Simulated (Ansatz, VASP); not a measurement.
## One calculation of ZnO, two programs

The input INCAR:

```
ALGO = Normal
EDIFF = 1E-7
ENCUT = 520
GGA = PE
ISIF = 2
ISMEAR = 0
LASPH = True
LCHARG = False
LREAL = False
LWAVE = False
NBANDS = 26
NELM = 60
PREC = Accurate
SIGMA = 0.05
```

The input KPOINTS:

```
k-points
0
Gamma
  12 12 6
```

POSCAR

```
ZnO
1.0
    3.2794753211      0.0000000000      0.0000000000
   -1.6397376605      2.8401089392      0.0000000000
    0.0000000000      0.0000000000      5.0814052441
Zn O
2 2
Direct
    0.3333333333      0.6666666667      0.0015026881
    0.6666666667      0.3333333333      0.5015026881
    0.3333333333      0.6666666667      0.3805973119
    0.6666666667      0.3333333333      0.8805973119
```

Input for Ansatz:

```yaml
crystal:
  lattice:
    - [3.2794753211, 0.0, 0.0]
    - [-1.6397376605, 2.8401089392, 0.0]
    - [0.0, 0.0, 5.0814052441]
  atoms:
    - { symbol: Zn, position: [0.3333333333, 0.6666666667, 0.0015026881] }
    - { symbol: Zn, position: [0.6666666667, 0.3333333333, 0.5015026881] }
    - { symbol: O, position: [0.3333333333, 0.6666666667, 0.3805973119] }
    - { symbol: O, position: [0.6666666667, 0.3333333333, 0.8805973119] }
basis:
  ecutwfc: 420
kpoints:
  mp_grid: { grid: [12, 12, 6] }
hamiltonian:
  xc: pbe
scf:
  occupations: { method: gaussian, width: 0.05 }
output:
  forces: true
  stress: true
  eigenvalues: true
```

Change from the starting cell: strain +0.000 along x and y, -0.040 along z, atoms carried along.

Alike in both runs: task single point; functional PBE; k mesh 12 × 12 × 6; occupations gaussian, width 0.05 eV; no spin polarisation.

```csv
,VASP,Ansatz
version,VASP 6.6.1,Ansatz 0.2.0
potentials or method,"VASP PAW PBE potentials, release 64 (Zn, O), cutoff 520 eV","scalar-relativistic, plane waves, PAW"
valence electrons in the cell,36,36
```

Ansatz gave:

| Property | Result |
| --- | --- |
| gap on the k mesh at the Fermi level (eV) | 0.85 |
| least direct gap on the mesh (eV) | 0.85 |
| pressure (GPa) | 6.1 |
| traceless stress, the component that is largest in VASP (GPa) | 6.58 |
| rms of the force components (eV/Å) | 0.252 |

**Question.** Which values does VASP return?

**Answer.** gap on the k mesh at the Fermi level (eV): 0.84; least direct gap on the mesh (eV): 0.84; pressure (GPa): 7.2; traceless stress, the component that is largest in VASP (GPa): 6.85; rms of the force components (eV/Å): 0.268.

Atom by atom the forces differ by 0.017 eV/Å (rms over components).
